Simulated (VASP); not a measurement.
Input of a VASP 6.6.1 run:

File INCAR:

```
PREC = Accurate
ENCUT = 520
EDIFF = 1E-8
ISMEAR = -1
SIGMA = 0.01
LREAL = False
LASPH = True
NELM = 60
ALGO = Normal
ISIF = 2
LWAVE = False
LCHARG = False
LEFG = True
NBANDS = 19
```

Contents of KPOINTS:

```
Automatic mesh
0
Gamma
  8 8 8
```

File POSCAR:

```
SrCl2
1.0
    0.0000000000      3.4970798193      3.4970798193
    3.4970798193      0.0000000000      3.4970798193
    3.4970798193      3.4970798193      0.0000000000
Sr Cl
1 2
Direct
    0.0000000000      0.0000000000      0.0000000000
    0.2500000000      0.2500000000      0.2500000000
    0.7500000000      0.7500000000      0.7500000000
```

Potentials or basis: VASP PAW LDA potentials, release 64 (Sr_sv, Cl).

Launch:

```sh
$ cat potpaw_LDA.64/Sr_sv/POTCAR potpaw_LDA.64/Cl/POTCAR > POTCAR
$ mpirun -np 1 vasp_std > vasp.out
```

Task: Predict the band gap on the k mesh.

Result: 4.86 eV (least direct gap 5.15 eV).

Task: Predict the pressure.

Result: -3.0 GPa.

A k mesh can miss the band edges.
